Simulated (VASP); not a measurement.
Wanted: the native input for a VASP 6.6.1 run.

```
Task                   : single point
Functional             : PBEsol
Dispersion             : D4
Potentials or basis    : VASP PAW PBE potentials, release 64 (Cd_sv_GW, S)
Cutoff                 : 630 eV
k mesh                 : 7 × 7 × 5
Occupations            : fermi-dirac, width 0.05 eV
Spin                   : no spin polarisation
Dipole correction      : no
Further INCAR settings : ALGO = Normal; EDIFF = 1e-06; NBANDS = 20
```

The structure of CdS lies in POSCAR:

```
CdS
1.0
    4.0718553326      0.0000000000      0.0000000000
   -2.0359276663      3.5263301585      0.0000000000
    0.0000000000      0.0000000000      3.8100117264
Cd S
1 1
Direct
    0.0000000000      0.0000000000      0.5221211009
    0.6666666667      0.3333333333      0.3548788991
```

The input as run:

INCAR

```
SYSTEM = CdS
ALGO = Normal ; EDIFF = 1E-6
ENCUT = 630 ; GGA = PS
GGA_COMPAT = .FALSE. ; ISIF = 2
ISMEAR = -1 ; IVDW = 13
LASPH = .TRUE. ; LCHARG = .TRUE.
LELF = .TRUE. ; LREAL = .FALSE.
LVHAR = .TRUE. ; LWAVE = .FALSE.
NBANDS = 20 ; NELM = 120
PREC = Accurate ; SIGMA = 0.05
```

KPOINTS

```
k-points
0
G
  7 7 5
  0 0 0
```

Potentials or basis: VASP PAW PBE potentials, release 64 (Cd_sv_GW, S).

Run with:

```console
$ cat potpaw_PBE.64/Cd_sv_GW/POTCAR potpaw_PBE.64/S/POTCAR > POTCAR
$ mpirun -np 1 vasp_std > vasp.out
```

Results of the run:

```json
{
  "Pressure": "-0.1 GPa",
  "Largest force": "0.006 eV/Å",
  "Band gap on the k mesh": "0.89 eV (least direct gap 1.19 eV)",
  "Dispersion energy per atom": "-0.168 eV"
}
```

Caveat: the PAW data sets were made with another functional, which shifts forces and pressure a little.

It took 18 s on 1 thread of Intel(R) Xeon(R) 6975P-C (Granite Rapids) (shared host), peak memory 0.22 GiB.
